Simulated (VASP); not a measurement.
# Be3Se2O in VASP: notebook, part 2 of 2

VASP 6.6.1.

## 3. Single point, PBE

This run uses another cell than the first one, of 25.99 Å³/atom, 1.108 times its volume.

INCAR

```
ALGO = Normal
EDIFF = 1E-6
ENCUT = 520
GGA = PE
ISIF = 2
ISMEAR = 0
LASPH = T
LCHARG = F
LREAL = F
LWAVE = F
NBANDS = 21
NELM = 100
PREC = Accurate
SIGMA = 0.02
```

KPOINTS

```
k-points
0
Gamma
  6 6 4
```

POSCAR

```
Be3Se2O
1.0
    5.7736863962      0.0000000000      0.0000000000
   -2.8868431981      5.0001590926      0.0000000000
    0.0000000000      0.0000000000      5.4013931671
Be Se O
3 2 1
Direct
    0.7313840947      0.0000000000      0.1903838007
    0.0000000000      0.7313840947      0.1903838007
    0.2686159053      0.2686159053      0.1903838007
    0.3333333333      0.6666666667      0.1913502842
    0.6666666667      0.3333333333      0.1913502842
    0.0000000000      0.0000000000      0.1896454293
```

Potentials or basis: VASP PAW PBE potentials, release 64 (Be, Se, O).

Run with:

```
$ cat potpaw_PBE.64/Be/POTCAR potpaw_PBE.64/Se/POTCAR potpaw_PBE.64/O/POTCAR > POTCAR
$ mpirun -np 1 vasp_std > vasp.out
```

OUTCAR:

```text
EDIFF = 1E-6
   ENCUT = 520
   GGA = PE
   ISIF = 2
   ISMEAR = 0
   LASPH = T
   LREAL = F
   NELM = 100
   PREC = Accurate

 ion  position               nearest neighbor table
   1  0.731  0.000  0.190-   6 1.55   5 2.14   4 2.14
   2  0.000  0.731  0.190-   6 1.55   4 2.14   5 2.14
   3  0.269  0.269  0.190-   6 1.55   5 2.14   4 2.14
   4  0.333  0.667  0.191-   2 2.14   1 2.14   3 2.14
   5  0.667  0.333  0.191-   1 2.14   2 2.14   3 2.14
   6  0.000  0.000  0.190-   1 1.55   2 1.55   3 1.55

  LATTYP: Found a hexagonal cell.
 ALAT       =     5.7736863962
 C/A-ratio  =     0.9355189729

  Lattice vectors:

 A1 = (   5.7736863962,   0.0000000000,   0.0000000000)
 A2 = (  -2.8868431981,   5.0001590926,   0.0000000000)
 A3 = (   0.0000000000,   0.0000000000,   5.4013931671)

Analysis of symmetry for initial positions (statically):
=====================================================================
 Subroutine PRICEL returns:
 Original cell was already a primitive cell.

 Routine SETGRP: Setting up the symmetry group for a
 hexagonal supercell.
[... 176 lines left out ...]

 val. band max:       -0.4604059277   @ k =   0.0000   0.0000   0.0000
 cond. band min:       2.4240629484   @ k =   0.0000   0.0000   0.0000
 fundamental gap:      2.8844688761
 Fermi energy:        -0.3473304402

 k-point     1 :       0.0000    0.0000    0.0000
  band No.  band energies     occupation
      1     -20.0337      2.00000
      2     -13.2416      2.00000
      3     -11.8324      2.00000
      4      -6.8063      2.00000
      5      -6.8063      2.00000
      6      -4.7724      2.00000
[... 565 lines left out ...]
     20       7.9234      0.00000
     21       8.1518      0.00000

------------------------ aborting loop because EDIFF is reached ----------------------------------------

  FORCE on cell =-STRESS in cart. coord.  units (eV):
  Direction    XX          YY          ZZ          XY          YZ          ZX
  --------------------------------------------------------------------------------------
  -------------------------------------------------------------------------------------
  Total        0.1253730      0.1253730      0.0142200      0.0000000      0.0000000      0.0000000
  in kB        1.2881659      1.2881659      0.1461058      0.0000000      0.0000000      0.0000000
  external PRESSURE =       0.9074792 kB  Pullay stress =       0.0000000 kB

 VOLUME and BASIS-vectors are now :
 -----------------------------------------------------------------------------
  energy-cutoff  :      520.00
  volume of cell :      155.93
      direct lattice vectors                 reciprocal lattice vectors
     5.773686396  0.000000000  0.000000000     0.173199570  0.099996818  0.000000000
    -2.886843198  5.000159093  0.000000000     0.000000000  0.199993636  0.000000000
     0.000000000  0.000000000  5.401393167     0.000000000  0.000000000  0.185137421

 POSITION                                       TOTAL-FORCE (eV/Angst)
 -----------------------------------------------------------------------------------
      4.22278      0.00000      1.02834         0.005420      0.000000     -0.003047
     -2.11139      3.65704      1.02834        -0.002710      0.004693     -0.003047
      0.77545      1.34312      1.02834        -0.002710     -0.004693     -0.003047
     -0.00000      3.33344      1.03356         0.000000      0.000000     -0.000112
      2.88684      1.66672      1.03356         0.000000      0.000000     -0.000112
      0.00000      0.00000      1.02435         0.000000      0.000000      0.009366
 -----------------------------------------------------------------------------------
    total drift:                                0.000001      0.000001      0.000302

  FREE ENERGIE OF THE ION-ELECTRON SYSTEM (eV)
  ---------------------------------------------------
  free  energy   TOTEN  =       -30.4586792955 eV

  energy  without entropy=      -30.4586792955  energy(sigma->0) =      -30.45867930
```

OSZICAR:

```text
N       E                     dE             d eps       ncg     rms          rms(c)
DAV:   1     0.121571816583E+03    0.12157E+03   -0.96533E+03  1008   0.921E+02
DAV:   2    -0.197097375885E+02   -0.14128E+03   -0.13662E+03  1338   0.185E+02
DAV:   3    -0.327328431746E+02   -0.13023E+02   -0.12963E+02  1263   0.617E+01
DAV:   4    -0.329211964641E+02   -0.18835E+00   -0.18824E+00  1402   0.824E+00
DAV:   5    -0.329231242953E+02   -0.19278E-02   -0.19277E-02  1294   0.788E-01    0.925E+00
DAV:   6    -0.306654462125E+02    0.22577E+01   -0.75182E+00  1212   0.138E+01    0.416E+00
DAV:   7    -0.305206824918E+02    0.14476E+00   -0.27428E-01  1244   0.287E+00    0.256E+00
DAV:   8    -0.304518769740E+02    0.68806E-01   -0.25918E-01  1225   0.271E+00    0.431E-01
DAV:   9    -0.304555402123E+02   -0.36632E-02   -0.22905E-02  1196   0.930E-01    0.223E-01
DAV:  10    -0.304583708475E+02   -0.28306E-02   -0.71993E-03  1098   0.550E-01    0.115E-01
DAV:  11    -0.304586193634E+02   -0.24852E-03   -0.74538E-04  1168   0.167E-01    0.598E-02
DAV:  12    -0.304586885618E+02   -0.69198E-04   -0.51125E-04  1113   0.135E-01    0.312E-02
DAV:  13    -0.304586797481E+02    0.88137E-05   -0.13424E-04  1206   0.679E-02    0.961E-03
DAV:  14    -0.304586798526E+02   -0.10446E-06   -0.22053E-05  1197   0.285E-02    0.659E-03
DAV:  15    -0.304586792955E+02    0.55711E-06   -0.36219E-06  1202   0.119E-02
   1 F= -.30458679E+02 E0= -.30458679E+02  d E =-.102754E-17
```

It took 82 s on 1 thread of Intel Xeon Platinum 8259CL at 2.50GHz (Skylake/Cascade Lake), shared host; peak memory 0.31 GiB.

What came out:

* Free energy: -30.4587 eV
* Pressure: 0.1 GPa
* Largest force: 0.009 eV/Å
* Band gap on the k mesh: 2.88 eV, direct

Forces on the atoms (eV/Å):
```
Be   0.005  0.000 -0.003
Be  -0.003  0.005 -0.003
Be  -0.003 -0.005 -0.003
Se   0.000  0.000  0.000
Se   0.000  0.000  0.000
O    0.000  0.000  0.009
```

Caveat: this functional lacks dispersion, which binds the layers, so the pressure and a relaxed spacing across them are unreliable. A hybrid or GW would open this gap; PBE tends to underestimate it.

## 4. Relaxation of cell and atoms, PBE

This run uses another cell than the first one, of 25.99 Å³/atom, 1.108 times its volume.

INCAR

```
SYSTEM = Be3Se2O
  PREC = Accurate
  ENCUT = 600
  EDIFF = 1E-7
  ISMEAR = 0
  SIGMA = 0.02
  LREAL = .False.
  LASPH = .True.
  NELM = 60
  ALGO = Normal
  ISIF = 3
  LWAVE = .False.
  LCHARG = .False.
  GGA = PE
  IBRION = 2
  NSW = 100
  EDIFFG = -0.01
```

KPOINTS

```
Automatic mesh
0
Gamma
  6 6 4
  0 0 0
```

POSCAR is that of step 3.

Potentials or basis: VASP PAW PBE potentials, release 64 (Be, Se, O).

Run with:

```
$ cat potpaw_PBE.64/Be/POTCAR potpaw_PBE.64/Se/POTCAR potpaw_PBE.64/O/POTCAR > POTCAR
$ mpirun -np 1 vasp_std > vasp.out
```

OUTCAR:

```text
SYSTEM = Be3Se2O
   PREC = Accurate
   ENCUT = 600
   EDIFF = 1E-7
   ISMEAR = 0
   LREAL = .False.
   LASPH = .True.
   NELM = 60
   ISIF = 3
   GGA = PE
   IBRION = 2
   NSW = 100
   EDIFFG = -0.01

 ion  position               nearest neighbor table
   1  0.731  0.000  0.190-   6 1.55   5 2.14   4 2.14
   2  0.000  0.731  0.190-   6 1.55   4 2.14   5 2.14
   3  0.269  0.269  0.190-   6 1.55   5 2.14   4 2.14
   4  0.333  0.667  0.191-   2 2.14   1 2.14   3 2.14
   5  0.667  0.333  0.191-   1 2.14   2 2.14   3 2.14
   6  0.000  0.000  0.190-   1 1.55   2 1.55   3 1.55

  LATTYP: Found a hexagonal cell.
 ALAT       =     5.7736863962
 C/A-ratio  =     0.9355189729
[... 195 lines left out ...]
  Direction    XX          YY          ZZ          XY          YZ          ZX
  --------------------------------------------------------------------------------------
  -------------------------------------------------------------------------------------
  Total        0.0940961      0.0940961     -0.0049690      0.0000000      0.0000000      0.0000000
  in kB        0.9668061      0.9668061     -0.0510543      0.0000000      0.0000000      0.0000000
  external PRESSURE =       0.6275193 kB  Pullay stress =       0.0000000 kB
[... 67 lines left out ...]
--------------------------------------- Ionic step        3  -------------------------------------------

 number of electron      23.9999999 magnetization

 Free energy of the ion-electron system (eV)
  ---------------------------------------------------
  ext. energy  EPLUGINS =         0.00000000
  ---------------------------------------------------
  free energy    TOTEN  =       -30.46208208 eV

  energy without entropy =      -30.46208208  energy(sigma->0) =      -30.46208208

 E-fermi :  -0.3555     XC(G=0):  -6.5106

 val. band max:       -0.4640972465   @ k =   0.0000   0.0000   0.0000
 cond. band min:       2.4172626862   @ k =   0.0000   0.0000   0.0000
 fundamental gap:      2.8813599327
 Fermi energy:        -0.3554783784

 k-point     1 :       0.0000    0.0000    0.0000
  band No.  band energies     occupation
      1     -20.0369      2.00000
      2     -13.2408      2.00000
      3     -11.8351      2.00000
      4      -6.8090      2.00000
      5      -6.8090      2.00000
      6      -4.7721      2.00000
[... 478 lines left out ...]
  FREE ENERGIE OF THE ION-ELECTRON SYSTEM (eV)
  ---------------------------------------------------
  free  energy   TOTEN  =       -30.4620820831 eV

  energy  without entropy=      -30.4620820831  energy(sigma->0) =      -30.46208208

 reached required accuracy - stopping structural energy minimisation
```

CONTCAR:

```text
Be3Se2O
   1.00000000000000
     5.7763402167475153    0.0000000000000000    0.0000000000000000
    -2.8881701083737576    5.0024573686112417    0.0000000000000000
    -0.0000000000000000    0.0000000000000000    5.4012620626955687
  Be              Se              O
     3     2     1
Direct
     0.7314261069073174    0.0000000000000000    0.1903669552658707
     0.0000000000000000    0.7314261069073174    0.1903669552658707
     0.2685738930926826    0.2685738930926826    0.1903669552658707
     0.3333333332999970    0.6666666667000030    0.1913494652080440
     0.6666666667000030    0.3333333332999970    0.1913494652080440
     0.0000000000000000    0.0000000000000000    0.1896976035862905

  0.00000000E+00  0.00000000E+00  0.00000000E+00
  0.00000000E+00  0.00000000E+00  0.00000000E+00
  0.00000000E+00  0.00000000E+00  0.00000000E+00
  0.00000000E+00  0.00000000E+00  0.00000000E+00
  0.00000000E+00  0.00000000E+00  0.00000000E+00
  0.00000000E+00  0.00000000E+00  0.00000000E+00
```

It took 2.4 min on 1 thread of Intel Xeon Platinum 8259CL at 2.50GHz (Skylake/Cascade Lake), shared host; peak memory 0.38 GiB.

What came out:

```
Free energy                            : -30.4621 eV
Relaxed volume                         : 26.01 Å³/atom
Relaxed cell                           : a = 5.776 Å, b = 5.776 Å, c = 5.401 Å, α = 90.00°, β = 90.00°, γ = 120.00°
Space group after relaxing (to 0.05 Å) : P-62m (No. 189)
Energy gained by relaxing              : 0.0 meV/atom
Ionic steps                            : 3
Pressure after relaxing                : 0.0 GPa
Largest force after relaxing           : 0.008 eV/Å
Band gap on the k mesh                 : 2.88 eV, direct
```

Forces on the atoms (eV/Å):
```
Be   0.005  0.000 -0.002
Be  -0.003  0.005 -0.002
Be  -0.003 -0.005 -0.002
Se   0.000  0.000  0.000
Se   0.000  0.000  0.000
O    0.000  0.000  0.008
```

Final structure:
```
Be Se O
1.0
     5.77634    0.00000    0.00000
    -2.88817    5.00246    0.00000
     0.00000    0.00000    5.40126
Be Se O
3 2 1
Direct
  0.73143 0.00000 0.19037
  0.00000 0.73143 0.19037
  0.26857 0.26857 0.19037
  0.33333 0.66667 0.19135
  0.66667 0.33333 0.19135
  0.00000 0.00000 0.18970
```

Levels at points of the mesh, in eV from the valence-band top:
```tsv
k point	band 8	band 9	band 10	band 11	band 12	band 13	band 14	band 15	band 16
(0.00, 0.00, 0.00)	-4.30	-1.59	-1.58	-1.58	0.00	2.88	4.46	4.46	5.83
(0.50, 0.00, 0.00)	-3.75	-2.14	-1.48	-1.46	-0.74	4.10	4.23	4.94	5.27
(0.00, 0.00, 0.50)	-4.29	-1.87	-1.57	-1.57	-0.17	4.02	4.02	4.27	5.58
(0.50, 0.00, 0.50)	-3.72	-2.12	-1.76	-1.47	-0.98	3.62	4.30	4.62	5.55
```

Caveat: this functional lacks dispersion, which binds the layers, so the pressure and a relaxed spacing across them are unreliable.

## 5. Single point, PBE

This run uses another cell than the first one, of 13.76 Å³/atom, 0.587 times its volume.

INCAR

```
SYSTEM = Be3Se2O
PREC = Accurate
ENCUT = 600
EDIFF = 1E-6
ISMEAR = 0
SIGMA = 0.15
LREAL = .False.
LASPH = .True.
NELM = 120
ALGO = Normal
ISIF = 2
LWAVE = .False.
LCHARG = .False.
GGA = PE
NBANDS = 21
GGA_COMPAT = .False.
```

KPOINTS

```
regular mesh
0
Gamma
  3 3 3
  0 0 0
```

POSCAR

```
Be3Se2O
1.0
    5.5669072467     -0.0000000032      0.0000000000
   -2.7834536206      4.8210830977      0.0000000000
    0.0000000000      0.0000000000      3.0756954741
Be Se O
3 2 1
Direct
    0.2335807814      0.0000000000      0.5000000000
    0.0000000000      0.2335807814      0.5000000000
    0.7664192186      0.7664192186      0.5000000000
    0.3333333333      0.6666666667      0.5000000000
    0.6666666667      0.3333333333      0.5000000000
    0.0000000000      0.0000000000      0.0000000000
```

Run with:

```
$ cat potpaw_PBE.64/Be/POTCAR potpaw_PBE.64/Se/POTCAR potpaw_PBE.64/O/POTCAR > POTCAR
$ mpirun -np 1 vasp_std > vasp.out
```

Wall time 19 s (1 thread of Intel Xeon Platinum 8375C at 2.90GHz (Ice Lake), shared host); peak memory 0.24 GiB.

Results (log left out):

```
Free energy            : -26.8381 eV
Pressure               : 0.5 GPa
Largest force          : 0.015 eV/Å
Band gap on the k mesh : zero (filled and empty bands touch)
```

Forces in eV/Å, atoms in the order of the input:
```
Be  -0.015  0.000  0.000
Be   0.008 -0.013  0.000
Be   0.008  0.013  0.000
Se   0.000  0.000  0.000
Se   0.000  0.000  0.000
O    0.000  0.000  0.000
```

Stress tensor (GPa, compression positive):
```
 0.75  0.00  0.00
 0.00  0.75  0.00
 0.00  0.00 -0.12
```

Levels at points of the mesh, in eV from the Fermi level:
```
           k point  band 10  band 11  band 12  band 13  band 14  band 15
(0.00, 0.00, 0.00)    -3.37    -1.35    -0.52     0.90     3.33     4.73
```

Caveat: the k points lie up to 0.68 Å⁻¹ apart.

## 6. Overview

| task | cell | k mesh | cutoff (eV) | smearing | gap on the mesh (eV) | pressure (GPa) | largest force (eV/Å) |
| --- | --- | --- | --- | --- | --- | --- | --- |
| single point | a = 5.787, b = 5.787, c = 4.853 Å, angles 90.0, 90.0, 120.0°, 6 atoms | 3 × 3 × 3 | 520 | gaussian 0.15 eV | 2.67 | -0.3 | 0.02 |
| single point | a = 5.774, b = 5.774, c = 5.401 Å, angles 90.0, 90.0, 120.0°, 6 atoms | 6 × 6 × 4 | 520 | gaussian 0.02 eV | 2.88 | 0.1 | 0.01 |
| relaxation of cell and atoms | relaxed from a = 5.774, b = 5.774, c = 5.401 Å, angles 90.0, 90.0, 120.0°, 6 atoms | 6 × 6 × 4 | 600 | gaussian 0.02 eV | 2.88 | 0.0 | 0.01 |
| single point | a = 5.567, b = 5.567, c = 3.076 Å, angles 90.0, 90.0, 120.0°, 6 atoms | 3 × 3 × 3 | 600 | gaussian 0.15 eV | none | 0.5 | 0.02 |

Alike in all rows: level PBE; potentials or basis VASP PAW PBE potentials, release 64 (Be, Se, O); no spin polarisation.

Caveats: some runs use coarse meshes; this functional lacks dispersion, which binds the layers, so the pressure and a relaxed spacing across them are unreliable (some runs).

Total energies depend on the potentials used, so only differences within one code and one set of settings carry meaning.
